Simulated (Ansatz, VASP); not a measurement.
## LiCl: VASP beside Ansatz

The input POSCAR:

```
LiCl
1.0
    0.0320595000      2.5647600000      2.5647600000
    2.5968195000      0.0000000000      2.5968195000
    2.5647600000      2.5647600000      0.0320595000
Li Cl
1 1
Direct
    0.0000000000      0.0000000000      0.0000000000
    0.5000000000      0.5000000000      0.5000000000
```

Contents of INCAR.step1:

```
ALGO = Normal
EDIFF = 1E-4
ENCUT = 520
GGA = PE
ISMEAR = 0
LASPH = T
LCHARG = F
LREAL = F
LWAVE = T
NBANDS = 12
NELM = 100
PREC = Accurate
SIGMA = 0.05
```

Contents of INCAR.step2:

```
ALGO = Normal
EDIFF = 1E-6
ENCUT = 520
ISIF = 2
ISMEAR = 0
ISTART = 1
LASPH = T
LCHARG = T
LELF = T
LMIXTAU = T
LREAL = F
LVHAR = T
LWAVE = F
METAGGA = R2SCAN
NBANDS = 12
NELM = 100
PREC = Accurate
SIGMA = 0.05
```

File KPOINTS:

```
k-points
0
Gamma
  8 8 8
```

Input for Ansatz:

```yaml
crystal:
  lattice:
    - [0.0320595, 2.56476, 2.56476]
    - [2.5968195, 0.0, 2.5968195]
    - [2.56476, 2.56476, 0.0320595]
  atoms:
    - { symbol: Li, position: [0.0, 0.0, 0.0] }
    - { symbol: Cl, position: [0.5, 0.5, 0.5] }
basis:
  ecutwfc: 500
kpoints:
  mp_grid: { grid: [8, 8, 8] }
hamiltonian:
  xc: r2scan
scf:
  occupations: { method: gaussian, width: 0.05 }
output:
  forces: true
  stress: true
  eigenvalues: true
```

Change from the starting cell: strain +0.0250 x Voigt [0, 0, 0, 0, 1, 0], atoms carried along.

Alike in both runs: task single point; functional r2SCAN; k mesh 8 × 8 × 8; occupations gaussian, width 0.05 eV; no spin polarisation.

```csv
,VASP,Ansatz
version,VASP 6.6.1,Ansatz 0.2.0
potentials or method,"VASP PAW PBE potentials, release 64 (Li_sv, Cl), cutoff 520 eV","scalar-relativistic, plane waves, PAW"
valence electrons in the cell,10,10
```

|  | VASP | Ansatz | Ansatz less VASP |
| --- | --- | --- | --- |
| gap on the k mesh at the Fermi level (eV) | 7.21 | 7.14 | -0.069 |
| least direct gap on the mesh (eV) | 7.21 | 7.14 | -0.069 |

VASP's potentials were made for PBE, not for r2SCAN.

Noted on VASP's run: the cutoff is short for stress, so the pressure is rough.
